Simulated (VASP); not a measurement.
# KTaO3 (P4/mmm) in VASP: further runs

The runs below take KTaO3 through single point, with LDA.

Everything below comes from runs of VASP 6.6.1. Logs are shortened: lines on timing, memory, paths and dates and some standing lists are left out, and cuts for length are marked.

### Step 1. The cell of the first run

The structure is tetragonal, space group P4/mmm (No. 123). Conventional cell: a = 3.988 Å, b = 3.988 Å, c = 4.028 Å, α = 90.00°, β = 90.00°, γ = 90.00°. Within 3.7 Å of K (site symmetry 4/mmm) lie 12 O at 2.82 to 2.83 Å and 8 Ta at 3.47 Å. Ta (site symmetry 4/mmm) has 6 O at 1.99 to 2.01 Å within 2.6 Å. O (site symmetry mmm) has 2 Ta at 1.99 Å within 2.6 Å. Within 2.7 Å of O (site symmetry 4/mmm) lie 2 Ta at 2.01 Å.

### Step 2. Single point, LDA (zz strain of +1 %)

Contents of INCAR:

```
ALGO = Normal
EDIFF = 1E-6
ENCUT = 520
GGA = CA
ISIF = 2
ISMEAR = -1
LASPH = T
LCHARG = F
LREAL = F
LWAVE = F
NBANDS = 27
NELM = 100
PREC = Accurate
SIGMA = 0.01
```

Contents of KPOINTS:

```
k-points
0
Gamma
  5 5 5
```

Contents of POSCAR:

```
KTaO3
1.0
    3.9883000000      0.0000000000      0.0000000000
    0.0000000000      3.9883000000      0.0000000000
    0.0000000000      0.0000000000      4.0281830000
K Ta O
1 1 3
Direct
    0.5000000000      0.5000000000      0.5000000000
    0.0000000000      0.0000000000      0.0000000000
    0.5000000000      0.0000000000      0.0000000000
    0.0000000000      0.5000000000      0.0000000000
    0.0000000000      0.0000000000      0.5000000000
```

Potentials or basis: VASP PAW LDA potentials, release 64 (K_sv, Ta_pv, O).

Launch:

```console
$ cat potpaw_LDA.64/K_sv/POTCAR potpaw_LDA.64/Ta_pv/POTCAR potpaw_LDA.64/O/POTCAR > POTCAR
$ mpirun -np 1 vasp_std > vasp.out
```

OUTCAR:

```text
EDIFF = 1E-6
   ENCUT = 520
   GGA = CA
   ISIF = 2
   ISMEAR = -1
   LASPH = T
   LREAL = F
   NELM = 100
   PREC = Accurate

 ion  position               nearest neighbor table
   1  0.500  0.500  0.500-   5 2.82   5 2.82   5 2.82   5 2.82   4 2.83   3 2.83   4 2.83   3 2.83
                             4 2.83   3 2.83   4 2.83   3 2.83   2 3.47   2 3.47   2 3.47   2 3.47
   2  0.000  0.000  0.000-   3 1.99   4 1.99   4 1.99   3 1.99   5 2.01   5 2.01   1 3.47   1 3.47
                             1 3.47   1 3.47   1 3.47   1 3.47   1 3.47   1 3.47
   3  0.500  0.000  0.000-   2 1.99   2 1.99   1 2.83   1 2.83   1 2.83   1 2.83
   4  0.000  0.500  0.000-   2 1.99   2 1.99   1 2.83   1 2.83   1 2.83   1 2.83
   5  0.000  0.000  0.500-   2 2.01   2 2.01   1 2.82   1 2.82   1 2.82   1 2.82

  LATTYP: Found a simple tetragonal cell.
 ALAT       =     3.9883000000
 C/A-ratio  =     1.0100000000

  Lattice vectors:

 A1 = (   3.9883000000,   0.0000000000,   0.0000000000)
 A2 = (   0.0000000000,   3.9883000000,   0.0000000000)
 A3 = (   0.0000000000,   0.0000000000,   4.0281830000)

Analysis of symmetry for initial positions (statically):
=====================================================================
 Subroutine PRICEL returns:
 Original cell was already a primitive cell.

 Routine SETGRP: Setting up the symmetry group for a
 simple tetragonal supercell.

 Subroutine GETGRP returns: Found 16 space group operations
 (whereof 16 operations were pure point group operations)
 out of a pool of 16 trial point group operations.

The static configuration has the point symmetry D_4h.

Analysis of symmetry for dynamics (positions and initial velocities):
=====================================================================
 Subroutine PRICEL returns:
 Original cell was already a primitive cell.

 Routine SETGRP: Setting up the symmetry group for a
 simple tetragonal supercell.

 Subroutine GETGRP returns: Found 16 space group operations
 (whereof 16 operations were pure point group operations)
 out of a pool of 16 trial point group operations.

The dynamic configuration has the point symmetry D_4h.

 Subroutine INISYM returns: Found 16 space group operations
 (whereof 16 operations are pure point group operations),
 and found     1 'primitive' translations

----------------------------------------------------------------------------------------

                                     Primitive cell

  volume of cell :      64.0744

  direct lattice vectors                    reciprocal lattice vectors
     3.988300000  0.000000000  0.000000000     0.250733395  0.000000000  0.000000000
     0.000000000  3.988300000  0.000000000     0.000000000  0.250733395  0.000000000
     0.000000000  0.000000000  4.028183000     0.000000000  0.000000000  0.248250886

  length of vectors
     3.988300000  3.988300000  4.028183000     0.250733395  0.250733395  0.248250886

  position of ions in fractional coordinates (direct lattice)
     0.500000000  0.500000000  0.500000000
     0.000000000  0.000000000  0.000000000
     0.500000000  0.000000000  0.000000000
     0.000000000  0.500000000  0.000000000
     0.000000000  0.000000000  0.500000000

  ion indices of the primitive-cell ions
   primitive index   ion index
                 1           1
                 2           2
                 3           3
                 4           4
                 5           5

----------------------------------------------------------------------------------------

 KPOINTS: k-points

Automatic generation of k-mesh.
 Grid dimensions read from file:
 generate k-points for:    5    5    5

 Generating k-lattice:

  Cartesian coordinates                     Fractional coordinates (reciprocal lattice)
     0.050146679  0.000000000  0.000000000     0.200000000  0.000000000  0.000000000
     0.000000000  0.050146679  0.000000000     0.000000000  0.200000000  0.000000000
     0.000000000  0.000000000  0.049650177     0.000000000  0.000000000  0.200000000

  Length of vectors
     0.050146679  0.050146679  0.049650177

  Shift w.r.t. Gamma in fractional coordinates (k-lattice)
     0.000000000  0.000000000  0.000000000

 Subroutine IBZKPT returns following result:
 ===========================================

 Found     18 irreducible k-points:

 Following reciprocal coordinates:
            Coordinates               Weight
  0.000000  0.000000  0.000000      1.000000
  0.200000  0.000000  0.000000      4.000000
  0.400000  0.000000  0.000000      4.000000
  0.200000  0.200000  0.000000      4.000000
  0.400000  0.200000  0.000000      8.000000
  0.400000  0.400000  0.000000      4.000000
[... 10 lines left out ...]
  0.400000  0.200000  0.400000     16.000000
  0.400000  0.400000  0.400000      8.000000
   k-points           NKPTS =     18   k-points in BZ     NKDIM =     18   number of bands    NBANDS=     27
   number of dos      NEDOS =    301   number of ions     NIONS =      5
   total plane-waves  NPLWV =  27000
   dimension x,y,z NGX =    30 NGY =   30 NGZ =   30
   dimension x,y,z NGXF=    60 NGYF=   60 NGZF=   60
   ions per type =               1   1   3
   NGX,Y,Z   is equivalent  to a cutoff of  12.51, 12.51, 12.38 a.u.
   NGXF,Y,Z  is equivalent  to a cutoff of  25.01, 25.01, 24.76 a.u.
 SYSTEM =  unknown system
   PREC   = accura    normal or accurate (medium, high low for compatibility)
   ISTART =      0    job   : 0-new  1-cont  2-samecut
   ICHARG =      2    charge: 1-file 2-atom 10-const
   ISPIN  =      1    spin polarized calculation?
   LNONCOLLINEAR =      F non collinear calculations
   LSORBIT =      F    spin-orbit coupling
   LASPH  =      T    aspherical Exc in radial PAW
   ENCUT  =  520.0 eV  38.22 Ry    6.18 a.u.   7.42  7.42  7.49*2*pi/ulx,y,z
   NELM   =    100;   NELMIN=  2; NELMDL= -5     # of ELM steps
   EDIFF  = 0.1E-05   stopping-criterion for ELM
   LREAL  =      F    real-space projection
   EDIFFG = 0.1E-04   stopping-criterion for IOM
   NSW    =      0    number of steps for IOM
   IBRION =     -1    ionic relax: 0-MD 1-quasi-New 2-CG
   NFREE  =      0    steps in history (QN), initial steepest desc. (CG)
   ISIF   =      2    stress and relaxation
   ISYM   =      2    0-nonsym 1-usesym 2-fastsym
   POTIM  = 0.5000    time-step for ionic-motion
   TEBEG  =    0.0;   TEEND  =   0.0 temperature during run
   PSTRESS=    0.0 pullay stress
   NELECT =      38.0000    total number of electrons
   NUPDOWN=      -1.0000    fix difference up-down
   EMIN   =  10.00;   EMAX   =-10.00  energy-range for DOS
   EFERMI =   0.00;   METHOD = LEGACY
   ISMEAR =    -1;   SIGMA  =   0.01  broadening in eV -4-tet -1-fermi 0-gaus
   EFERMI_NEDOS =   21; number of points for ismear=-14 and -15
   IALGO  =     38    algorithm
   IMIX   =      4    mixing-type and parameters
     AMIX     =   0.40;   BMIX     =  1.00
     AMIX_MAG =   1.60;   BMIX_MAG =  1.00
  volume/ion in A,a.u.               =      12.81        86.48
  Fermi-wavevector in a.u.,A,eV,Ry     =   1.375438  2.599201 25.739914  1.891830
  Thomas-Fermi vector in A             =   2.500774
   LORBIT       =      0    0 simple, 1 ext, 2 COOP (PROOUT), +10 PAW based schemes
   GGA     = CA    functional components
   LHFCALC =     F    Hartree Fock is set to
   AEXX    =    0.0000 exact exchange contribution
   IVDW    =     0    specifies the selected vdW correction
   LEPSILON=     F    determine dielectric tensor
   LRPA    =     F    only Hartree local field effects (RPA)
 non-spin polarized calculation
  energy-cutoff  :      520.00
  volume of cell :       64.07
 maximum number of plane-waves:      1743
 NGX is ok and might be reduce to    30
   NGX = 15   NGY = 15   NGZ = 15

 number of electron      37.9999977 magnetization

 Free energy of the ion-electron system (eV)
  ---------------------------------------------------
  ext. energy  EPLUGINS =         0.00000000
  ---------------------------------------------------
  free energy    TOTEN  =       -45.01108332 eV

  energy without entropy =      -45.01108332  energy(sigma->0) =      -45.01108332

 E-fermi :   1.6440     XC(G=0): -11.3787

 val. band max:        1.3432401366   @ k =   0.4000   0.4000   0.4000
 cond. band min:       3.4463625167   @ k =   0.0000   0.0000   0.0000
 fundamental gap:      2.1031223802
 Fermi energy:         1.6439937865

 k-point     1 :       0.0000    0.0000    0.0000
  band No.  band energies     occupation
      1     -32.5129      2.00000
      2     -32.5129      2.00000
      3     -32.4965      2.00000
      4     -25.4258      2.00000
      5     -15.7737      2.00000
      6     -15.0783      2.00000
[... 19 lines left out ...]
     26       9.1908      0.00000
     27       9.2443      0.00000

 k-point     2 :       0.2000    0.0000    0.0000
  band No.  band energies     occupation
      1     -32.5443      2.00000
      2     -32.5116      2.00000
      3     -32.4952      2.00000
      4     -25.4153      2.00000
      5     -15.6733      2.00000
      6     -14.9959      2.00000
[... 19 lines left out ...]
     26       9.7177      0.00000
     27       9.9195      0.00000

 k-point     3 :       0.4000    0.0000    0.0000
  band No.  band energies     occupation
      1     -32.5944      2.00000
      2     -32.5096      2.00000
      3     -32.4932      2.00000
      4     -25.3984      2.00000
      5     -15.6432      2.00000
      6     -14.9769      2.00000
[... 19 lines left out ...]
     26      10.5713      0.00000
     27      11.7940      0.00000

 k-point     4 :       0.2000    0.2000    0.0000
  band No.  band energies     occupation
      1     -32.5432      2.00000
      2     -32.5426      2.00000
      3     -32.4939      2.00000
      4     -25.4066      2.00000
      5     -15.5054      2.00000
      6     -14.8526      2.00000
[... 19 lines left out ...]
     26      10.1771      0.00000
     27      10.4974      0.00000
[... 336 lines left out ...]
      4     -25.3882      2.00000
      5     -15.2338      2.00000
      6     -14.7645      2.00000
[... 19 lines left out ...]
     26      11.2119      0.00000
     27      11.9808      0.00000

 k-point    17 :       0.4000    0.2000    0.4000
  band No.  band energies     occupation
      1     -32.5893      2.00000
      2     -32.5625      2.00000
      3     -32.5377      2.00000
      4     -25.3786      2.00000
      5     -14.9878      2.00000
      6     -14.2997      2.00000
[... 19 lines left out ...]
     26      11.5918      0.00000
     27      12.0537      0.00000

 k-point    18 :       0.4000    0.4000    0.4000
  band No.  band energies     occupation
      1     -32.5870      2.00000
      2     -32.5869      2.00000
      3     -32.5602      2.00000
      4     -25.3691      2.00000
      5     -14.3298      2.00000
      6     -14.2259      2.00000
[... 19 lines left out ...]
     26      12.3442      0.00000
     27      13.0695      0.00000

------------------------ aborting loop because EDIFF is reached ----------------------------------------

  FORCE on cell =-STRESS in cart. coord.  units (eV):
  Direction    XX          YY          ZZ          XY          YZ          ZX
  --------------------------------------------------------------------------------------
  -------------------------------------------------------------------------------------
  Total       -2.0558229     -2.0558229     -3.4594389      0.0000000      0.0000000      0.0000000
  in kB      -51.4057207    -51.4057207    -86.5030484      0.0000000      0.0000000      0.0000000
  external PRESSURE =     -63.1048299 kB  Pullay stress =       0.0000000 kB

 VOLUME and BASIS-vectors are now :
 -----------------------------------------------------------------------------
  energy-cutoff  :      520.00
  volume of cell :       64.07
      direct lattice vectors                 reciprocal lattice vectors
     3.988300000  0.000000000  0.000000000     0.250733395  0.000000000  0.000000000
     0.000000000  3.988300000  0.000000000     0.000000000  0.250733395  0.000000000
     0.000000000  0.000000000  4.028183000     0.000000000  0.000000000  0.248250886

 POSITION                                       TOTAL-FORCE (eV/Angst)
 -----------------------------------------------------------------------------------
      1.99415      1.99415      2.01409         0.000000      0.000000      0.000000
      0.00000      0.00000      0.00000         0.000000      0.000000      0.000000
      1.99415      0.00000      0.00000         0.000000      0.000000      0.000000
      0.00000      1.99415      0.00000         0.000000      0.000000      0.000000
      0.00000      0.00000      2.01409         0.000000      0.000000      0.000000
 -----------------------------------------------------------------------------------
    total drift:                                0.000000     -0.000000      0.000000

  FREE ENERGIE OF THE ION-ELECTRON SYSTEM (eV)
  ---------------------------------------------------
  free  energy   TOTEN  =       -45.0110833181 eV

  energy  without entropy=      -45.0110833181  energy(sigma->0) =      -45.01108332
```

Run time: 45 s. Hardware: 1 thread of Intel Xeon 8259CL, shared host; peak memory 0.17 GiB.

What came out:

```yaml
Free_energy: -45.0111 eV
Pressure: -6.3 GPa
Band_gap_on_the_k_mesh: 2.10 eV (least direct gap 2.62 eV)
```

Stress tensor (GPa, compression positive):
```
-5.14  0.00  0.00
 0.00 -5.14  0.00
 0.00  0.00 -8.65
```

Caveat: the cell differs from its parent crystal (zz strain of +1 %); the cell stands under tension; spin-orbit coupling is left out, which moves the levels of the heavy elements; an odd mesh through Γ misses points on the zone boundary, where band edges can lie.

### Step 3. Single point, LDA (zz strain of +3 %)

Contents of INCAR:

```
PREC = Accurate ; ENCUT = 520
EDIFF = 1E-7 ; ISMEAR = -1
SIGMA = 0.01 ; LREAL = False
LASPH = True ; NELM = 60
ALGO = Normal ; ISIF = 2
LWAVE = False ; LCHARG = True
GGA = CA ; LELF = True
LVHAR = True ; NBANDS = 27
```

Contents of KPOINTS:

```
Automatic mesh
0
Gamma
  5 5 5
```

Changes to POSCAR since step 2:

```diff
@@ -4,3 +4,3 @@
     0.0000000000      3.9883000000      0.0000000000
-    0.0000000000      0.0000000000      4.0281830000
+    0.0000000000      0.0000000000      4.1079490000
 K Ta O
```

Potentials or basis: VASP PAW LDA potentials, release 64 (K_sv, Ta_pv, O).

Launch:

```console
$ cat potpaw_LDA.64/K_sv/POTCAR potpaw_LDA.64/Ta_pv/POTCAR potpaw_LDA.64/O/POTCAR > POTCAR
$ mpirun -np 1 vasp_std > vasp.out
```

Wall time 46 s (1 thread of Intel Xeon 8259CL, shared host); peak memory 0.17 GiB.

Results (log left out):

| Item | Value |
| --- | --- |
| Free energy | -44.9146 eV |
| Pressure | -9.6 GPa |
| Band gap on the k mesh | 2.04 eV (least direct gap 2.55 eV) |

Stress tensor (GPa, compression positive):
```
 -6.47   0.00   0.00
  0.00  -6.47   0.00
  0.00   0.00 -15.81
```

Levels at points of the mesh, in eV from the valence-band top:
| k point | band 17 | band 18 | band 19 | band 20 | band 21 | band 22 |
| --- | --- | --- | --- | --- | --- | --- |
| (0.00, 0.00, 0.00) | -0.55 | -0.50 | -0.50 | 2.04 | 2.04 | 2.08 |

Caveat: the cell differs from its parent crystal (zz strain of +3 %); the cell stands under tension; spin-orbit coupling is left out, which moves the levels of the heavy elements; an odd mesh through Γ misses points on the zone boundary, where band edges can lie.
